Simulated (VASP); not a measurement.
# Pt (Im-3m) in VASP: a series of runs

Runs on Pt. Level: r2SCAN. Tasks: single point.

Everything below comes from runs of VASP 6.6.1. Logs are shortened: lines on timing, memory, paths and dates and some standing lists are left out, and cuts for length are marked.

### Step 1. The cell of the first run

It takes space group Im-3m (No. 229, cubic). Conventional cell: a = 3.139 Å, b = 3.139 Å, c = 3.139 Å, α = 90.00°, β = 90.00°, γ = 90.00°. Within 3.6 Å of Pt (site symmetry m-3m) lie 14 Pt at 2.72 to 3.14 Å.

### Step 2. Single point, r2SCAN

Contents of POSCAR:

```
Pt
1.0
   -1.5694863909      1.5694863909      1.5694863909
    1.5694863909     -1.5694863909      1.5694863909
    1.5694863909      1.5694863909     -1.5694863909
Pt
1
Direct
    0.0000000000      0.0000000000      0.0000000000
```

Contents of INCAR.step1:

```
PREC     = Accurate       # precision mode
ENCUT    = 520            # plane-wave cutoff, eV
ISMEAR   = 0              # smearing method
SIGMA    = 0.1            # smearing width, eV
LREAL    = False          # projectors in reciprocal space
LASPH    = True           # aspherical terms in the spheres
NELM     = 80             # most SCF steps
NBANDS   = 11             # bands
GGA      = PE             # functional
ALGO     = Normal         # electronic algorithm
EDIFF    = 1E-4           # SCF threshold, eV
LWAVE    = True           # write WAVECAR
LCHARG   = False          # write CHGCAR
```

Contents of INCAR.step2:

```
PREC     = Accurate       # precision mode
ENCUT    = 520            # plane-wave cutoff, eV
EDIFF    = 1E-7           # SCF threshold, eV
ISMEAR   = 0              # smearing method
SIGMA    = 0.1            # smearing width, eV
LREAL    = False          # projectors in reciprocal space
LASPH    = True           # aspherical terms in the spheres
NELM     = 80             # most SCF steps
ALGO     = Normal         # electronic algorithm
ISIF     = 2              # what is computed and relaxed
LWAVE    = False          # write WAVECAR
LCHARG   = False          # write CHGCAR
METAGGA  = R2SCAN         # meta-GGA
LMIXTAU  = True         
NBANDS   = 11             # bands
ISTART   = 1
```

Contents of KPOINTS:

```
Automatic mesh
0
Gamma
  18 18 18
```

Potentials or basis: VASP PAW PBE potentials, release 64 (Pt).

Started as:

```
> cat potpaw_PBE.64/Pt/POTCAR > POTCAR
> cp INCAR.step1 INCAR
> mpirun -np 1 vasp_std > vasp.out
> cp INCAR.step2 INCAR
> mpirun -np 1 vasp_std > vasp.out
```

OUTCAR:

```text
PREC = Accurate
   ENCUT = 520
   EDIFF = 1E-7
   ISMEAR = 0
   LREAL = False
   LASPH = True
   NELM = 80
   ISIF = 2
   METAGGA = R2SCAN
   ISTART = 1

 ion  position               nearest neighbor table
   1  0.000  0.000  0.000-

  LATTYP: Found a body centered cubic cell.
 ALAT       =     3.1389727818

  Lattice vectors:

 A1 = (  -1.5694863909,   1.5694863909,   1.5694863909)
 A2 = (   1.5694863909,  -1.5694863909,   1.5694863909)
 A3 = (   1.5694863909,   1.5694863909,  -1.5694863909)

Analysis of symmetry for initial positions (statically):
=====================================================================
 Subroutine PRICEL returns:
 Original cell was already a primitive cell.

 Routine SETGRP: Setting up the symmetry group for a
 body centered cubic supercell.

 Subroutine GETGRP returns: Found 48 space group operations
 (whereof 48 operations were pure point group operations)
 out of a pool of 48 trial point group operations.

The static configuration has the point symmetry O_h .

Analysis of symmetry for dynamics (positions and initial velocities):
=====================================================================
 Subroutine PRICEL returns:
 Original cell was already a primitive cell.

 Routine SETGRP: Setting up the symmetry group for a
 body centered cubic supercell.

 Subroutine GETGRP returns: Found 48 space group operations
 (whereof 48 operations were pure point group operations)
 out of a pool of 48 trial point group operations.

The dynamic configuration has the point symmetry O_h .

 Subroutine INISYM returns: Found 48 space group operations
 (whereof 48 operations are pure point group operations),
 and found     1 'primitive' translations

----------------------------------------------------------------------------------------

                                     Primitive cell

  volume of cell :      15.4644

  direct lattice vectors                    reciprocal lattice vectors
    -1.569486391  1.569486391  1.569486391     0.000000000  0.318575556  0.318575556
     1.569486391 -1.569486391  1.569486391     0.318575556  0.000000000  0.318575556
     1.569486391  1.569486391 -1.569486391     0.318575556  0.318575556  0.000000000

  length of vectors
     2.718430171  2.718430171  2.718430171     0.450533872  0.450533872  0.450533872

  position of ions in fractional coordinates (direct lattice)
     0.000000000  0.000000000  0.000000000

  ion indices of the primitive-cell ions
   primitive index   ion index
                 1           1

----------------------------------------------------------------------------------------

 KPOINTS: Automatic mesh

Automatic generation of k-mesh.
 Grid dimensions read from file:
 generate k-points for:   18   18   18

 Generating k-lattice:

  Cartesian coordinates                     Fractional coordinates (reciprocal lattice)
     0.000000000  0.017698642  0.017698642     0.055555556  0.000000000  0.000000000
     0.017698642  0.000000000  0.017698642     0.000000000  0.055555556  0.000000000
     0.017698642  0.017698642  0.000000000     0.000000000  0.000000000  0.055555556

  Length of vectors
     0.025029660  0.025029660  0.025029660

  Shift w.r.t. Gamma in fractional coordinates (k-lattice)
     0.000000000  0.000000000  0.000000000

 Subroutine IBZKPT returns following result:
 ===========================================

 Found    195 irreducible k-points:

 Following reciprocal coordinates:
            Coordinates               Weight
  0.000000  0.000000  0.000000      1.000000
  0.055556  0.000000  0.000000     12.000000
  0.111111  0.000000  0.000000     12.000000
  0.166667  0.000000  0.000000     12.000000
  0.222222  0.000000  0.000000     12.000000
  0.277778  0.000000  0.000000     12.000000
[... 16 lines left out ...]
  0.333333  0.111111  0.000000     48.000000
  0.388889  0.111111  0.000000     48.000000
 [... further k-points ...]
   k-points           NKPTS =    195   k-points in BZ     NKDIM =    195   number of bands    NBANDS=     11
   number of dos      NEDOS =    301   number of ions     NIONS =      1
   total plane-waves  NPLWV =   8000
   dimension x,y,z NGX =    20 NGY =   20 NGZ =   20
   dimension x,y,z NGXF=    40 NGYF=   40 NGZF=   40
   ions per type =               1
   NGX,Y,Z   is equivalent  to a cutoff of  12.23, 12.23, 12.23 a.u.
   NGXF,Y,Z  is equivalent  to a cutoff of  24.46, 24.46, 24.46 a.u.
 SYSTEM =  unknown system
   PREC   = accura    normal or accurate (medium, high low for compatibility)
   ISTART =      1    job   : 0-new  1-cont  2-samecut
   ICHARG =      0    charge: 1-file 2-atom 10-const
   ISPIN  =      1    spin polarized calculation?
   LNONCOLLINEAR =      F non collinear calculations
   LSORBIT =      F    spin-orbit coupling
   LASPH  =      T    aspherical Exc in radial PAW
   ENCUT  =  520.0 eV  38.22 Ry    6.18 a.u.   5.05  5.05  5.05*2*pi/ulx,y,z
   NELM   =     80;   NELMIN=  2; NELMDL=  0     # of ELM steps
   EDIFF  = 0.1E-06   stopping-criterion for ELM
   LREAL  =      F    real-space projection
   EDIFFG = 0.1E-05   stopping-criterion for IOM
   NSW    =      0    number of steps for IOM
   IBRION =     -1    ionic relax: 0-MD 1-quasi-New 2-CG
   NFREE  =      0    steps in history (QN), initial steepest desc. (CG)
   ISIF   =      2    stress and relaxation
   ISYM   =      2    0-nonsym 1-usesym 2-fastsym
   POTIM  = 0.5000    time-step for ionic-motion
   TEBEG  =    0.0;   TEEND  =   0.0 temperature during run
   PSTRESS=    0.0 pullay stress
   NELECT =      10.0000    total number of electrons
   NUPDOWN=      -1.0000    fix difference up-down
   EMIN   =  10.00;   EMAX   =-10.00  energy-range for DOS
   EFERMI =   0.00;   METHOD = LEGACY
   ISMEAR =     0;   SIGMA  =   0.10  broadening in eV -4-tet -1-fermi 0-gaus
   EFERMI_NEDOS =   21; number of points for ismear=-14 and -15
   IALGO  =     38    algorithm
   IMIX   =      4    mixing-type and parameters
     AMIX     =   0.40;   BMIX     =  1.00
     AMIX_MAG =   1.60;   BMIX_MAG =  1.00
  volume/ion in A,a.u.               =      15.46       104.36
  Fermi-wavevector in a.u.,A,eV,Ry     =   1.415676  2.675240 27.267970  2.004139
  Thomas-Fermi vector in A             =   2.537090
   LORBIT       =      0    0 simple, 1 ext, 2 COOP (PROOUT), +10 PAW based schemes
   METAGGA = R2SCAN    functional components
   LHFCALC =     F    Hartree Fock is set to
   AEXX    =    0.0000 exact exchange contribution
   IVDW    =     0    specifies the selected vdW correction
   LEPSILON=     F    determine dielectric tensor
   LRPA    =     F    only Hartree local field effects (RPA)
 non-spin polarized calculation
 Gauss-broadening in eV      SIGMA  =   0.10
  energy-cutoff  :      520.00
  volume of cell :       15.46
 maximum number of plane-waves:       430
   NGX = 11   NGY = 11   NGZ = 11

 number of electron       9.9999997 magnetization

 Free energy of the ion-electron system (eV)
  ---------------------------------------------------
  ext. energy  EPLUGINS =         0.00000000
  ---------------------------------------------------
  free energy    TOTEN  =       -51.41513010 eV

  energy without entropy =      -51.41208253  energy(sigma->0) =      -51.41360631

 E-fermi :  10.3857     XC(G=0): -14.4294

 val. band max:       10.3592911154   @ k =  -0.2778   0.2778   0.2222
 cond. band min:      10.3874473699   @ k =  -0.3889   0.3889   0.2222
 fundamental gap:      0.0281562545
 Fermi energy:        10.3856522244

 k-point     1 :       0.0000    0.0000    0.0000
  band No.  band energies     occupation
      1       0.3736      2.00000
      2       6.6111      2.00000
      3       6.6111      2.00000
      4       6.6111      2.00000
      5       9.1928      2.00000
      6       9.1928      2.00000
      7      28.4278      0.00000
      8      28.4278      0.00000
      9      28.4278      0.00000
     10      39.1215      0.00000
     11      39.1215      0.00000

 k-point     2 :       0.0556    0.0000    0.0000
  band No.  band energies     occupation
      1       0.5077      2.00000
      2       6.5583      2.00000
      3       6.6118      2.00000
      4       6.7193      2.00000
      5       9.1241      2.00000
      6       9.1960      2.00000
      7      28.4929      0.00000
      8      28.5407      0.00000
      9      28.6243      0.00000
     10      37.1128      0.00000
     11      37.6709      0.00000

 k-point     3 :       0.1111    0.0000    0.0000
  band No.  band energies     occupation
      1       0.8982      2.00000
      2       6.4090      2.00000
      3       6.6060      2.00000
      4       7.0388      2.00000
      5       8.9597      2.00000
      6       9.2075      2.00000
      7      28.5990      0.00000
      8      28.7110      0.00000
      9      29.1997      0.00000
     10      35.3894      0.00000
     11      35.7359      0.00000

 k-point     4 :       0.1667    0.0000    0.0000
  band No.  band energies     occupation
      1       1.5039      2.00000
      2       6.1886      2.00000
      3       6.5856      2.00000
      4       7.5542      2.00000
      5       8.8002      2.00000
      6       9.2313      2.00000
      7      28.3454      0.00000
      8      28.4614      0.00000
      9      30.1137      0.00000
     10      34.3072      0.00000
     11      34.4424      0.00000
[... 239 lines left out ...]
 k-point    22 :       0.2778    0.1111   -0.0000
  band No.  band energies     occupation
      1       3.6348      2.00000
      2       5.5137      2.00000
      3       6.8805      2.00000
      4       8.7766      2.00000
      5       9.5208      2.00000
      6      10.6674      0.00007
      7      22.1119      0.00000
      8      25.8019      0.00000
      9      28.5236      0.00000
     10      33.0939      0.00000
     11      36.8487      0.00000

 k-point    23 :       0.3333    0.1111    0.0000
  band No.  band energies     occupation
      1       3.7283      2.00000
      2       5.3424      2.00000
      3       7.6523      2.00000
      4       8.9577      2.00000
      5       9.6670      2.00000
      6      11.7125      0.00000
      7      19.8035      0.00000
      8      25.0203      0.00000
      9      27.4174      0.00000
     10      34.2672      0.00000
     11      36.6645      0.00000

 k-point    24 :       0.3889    0.1111    0.0000
  band No.  band energies     occupation
      1       3.7030      2.00000
      2       5.2361      2.00000
      3       8.2925      2.00000
      4       9.0132      2.00000
      5       9.9946      2.00000
      6      12.7078      0.00000
      7      17.8692      0.00000
      8      24.4933      0.00000
      9      26.6387      0.00000
     10      35.1426      0.00000
     11      36.1670      0.00000

 [... further k-points ...]
[... 5 lines left out ...]
  --------------------------------------------------------------------------------------
  -------------------------------------------------------------------------------------
  Total        0.0598615      0.0598615      0.0598615      0.0000000      0.0000000      0.0000000
  in kB        6.2019148      6.2019148      6.2019148      0.0000000      0.0000000      0.0000000
  external PRESSURE =       6.2019148 kB  Pullay stress =       0.0000000 kB

 VOLUME and BASIS-vectors are now :
 -----------------------------------------------------------------------------
  energy-cutoff  :      520.00
  volume of cell :       15.46
      direct lattice vectors                 reciprocal lattice vectors
    -1.569486391  1.569486391  1.569486391     0.000000000  0.318575556  0.318575556
     1.569486391 -1.569486391  1.569486391     0.318575556  0.000000000  0.318575556
     1.569486391  1.569486391 -1.569486391     0.318575556  0.318575556  0.000000000

 POSITION                                       TOTAL-FORCE (eV/Angst)
 -----------------------------------------------------------------------------------
      0.00000      0.00000      0.00000         0.000000      0.000000      0.000000
 -----------------------------------------------------------------------------------
    total drift:                                0.000000     -0.000000      0.000000

  FREE ENERGIE OF THE ION-ELECTRON SYSTEM (eV)
  ---------------------------------------------------
  free  energy   TOTEN  =       -51.4151300993 eV

  energy  without entropy=      -51.4120825286  energy(sigma->0) =      -51.41360631
```

Run time: 40 s. Hardware: 1 thread of Intel Xeon 6975P-C (Granite Rapids), shared host; peak memory 0.15 GiB.

Results:

```yaml
Free_energy: -51.4151 eV
Pressure: 0.6 GPa
Band_gap_on_the_k_mesh: zero (band 5 reaches 11.47 eV, above the bottom of band 6 at 9.06 eV)
```

Caveat: the PAW data sets were made with another functional, which shifts forces and pressure a little; spin-orbit coupling is left out, which moves the levels of the heavy elements.

### Step 3. Single point, r2SCAN

Contents of POSCAR:

```
Pt
1.0
   -1.5694863910      1.5694863910      1.5694863910
    1.5694863910     -1.5694863910      1.5694863910
    1.5694863910      1.5694863910     -1.5694863910
Pt
1
Direct
    0.0000000000      0.0000000000      0.0000000000
```

Contents of INCAR.step1:

```
SYSTEM = Pt
PREC = Accurate
ENCUT = 520
ISMEAR = 0
SIGMA = 0.15
LREAL = .FALSE.
LASPH = .TRUE.
NELM = 100
NBANDS = 11
GGA = PE
ALGO = Normal
EDIFF = 1E-4
LWAVE = .TRUE.
LCHARG = .FALSE.
```

Contents of INCAR.step2:

```
SYSTEM = Pt
PREC = Accurate
ENCUT = 520
EDIFF = 1E-7
ISMEAR = 0
SIGMA = 0.15
LREAL = .FALSE.
LASPH = .TRUE.
NELM = 100
ALGO = Normal
ISIF = 2
LWAVE = .FALSE.
LCHARG = .FALSE.
METAGGA = R2SCAN
LMIXTAU = .TRUE.
NBANDS = 11
ISTART = 1
```

Contents of KPOINTS:

```
Automatic mesh
0
G
  16 16 16
  0 0 0
```

Potentials or basis: VASP PAW PBE potentials, release 64 (Pt).

Started as:

```
> cat potpaw_PBE.64/Pt/POTCAR > POTCAR
> cp INCAR.step1 INCAR
> mpirun -np 1 vasp_std > vasp.out
> cp INCAR.step2 INCAR
> mpirun -np 1 vasp_std > vasp.out
```

It took 32 s on 1 thread of Intel Xeon 6975P-C (Granite Rapids), shared host; peak memory 0.15 GiB.

It converged, with:

* Free energy: -51.4051 eV
* Pressure: 1.0 GPa
* Band gap on the k mesh: zero (band 5 reaches 11.46 eV, above the bottom of band 6 at 9.05 eV)

Levels at points of the mesh, in eV from the Fermi level:
```csv
k point,band 1,band 2,band 3,band 4,band 5,band 6,band 7,band 8,band 9,band 10
"(0.00, 0.00, 0.00)",-10.01,-3.77,-3.77,-3.77,-1.19,-1.19,18.05,18.05,18.05,28.74
"(0.50, 0.00, 0.00)",-7.03,-5.29,-1.36,-0.85,0.34,1.10,6.77,14.04,16.78,25.36
"(0.50, 0.50, 0.50)",-6.57,-6.57,0.54,0.54,0.54,8.13,8.13,8.13,13.74,20.14
```

Caveat: the PAW data sets were made with another functional, which shifts forces and pressure a little; spin-orbit coupling is left out, which moves the levels of the heavy elements.
